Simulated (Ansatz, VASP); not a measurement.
One calculation of HgTe, two programs

Contents of INCAR:

```
ALGO = Normal
EDIFF = 1E-6
ENCUT = 520
GGA = PE
ISIF = 2
ISMEAR = -1
LASPH = T
LCHARG = F
LREAL = F
LWAVE = F
NBANDS = 16
NELM = 80
PREC = Accurate
SIGMA = 0.05
```

The input KPOINTS:

```
k-points
0
Gamma
  11 11 11
```

POSCAR

```
HgTe
1.0
    3.7274671243      0.0000000000      0.0000000000
    0.0000000000      3.7274671243      0.0000000000
    0.0000000000      0.0000000000      3.7274671243
Hg Te
1 1
Direct
    0.0000000000      0.0000000000      0.0000000000
    0.5000000000      0.5000000000      0.5000000000
```

Input for Ansatz:

```yaml
crystal:
  lattice:
    - [3.7274671243, 0.0, 0.0]
    - [0.0, 3.7274671243, 0.0]
    - [0.0, 0.0, 3.7274671243]
  atoms:
    - { symbol: Hg, position: [0.0, 0.0, 0.0] }
    - { symbol: Te, position: [0.5, 0.5, 0.5] }
kpoints:
  mp_grid: { grid: [11, 11, 11] }
scf:
  occupations: { method: fermi_dirac, width: 0.05 }
hamiltonian:
  xc: pbe
  pseudopotentials: { kind: all_electron, lapw: { basis_error: 0.001 } }
output:
  forces: true
  stress: true
  eigenvalues: true
  populations: true
```

Change from the starting cell: volume scaled by 0.94, LAPW.

Alike in both runs: task single point; functional PBE; k mesh 11 × 11 × 11; occupations fermi-dirac, width 0.05 eV; no spin polarisation.

|  | VASP | Ansatz |
| --- | --- | --- |
| version | VASP 6.6.1 | Ansatz 0.2.0 |
| potentials or method | VASP PAW PBE potentials, release 64 (Hg, Te), cutoff 520 eV | all-electron LAPW, scalar-relativistic |

```csv
,VASP,Ansatz,Ansatz less VASP
pressure (GPa),3.4,3.3,-0.10
```

Ansatz ran all-electron here, and VASP with PAW potentials.

Spin-orbit coupling is off throughout.
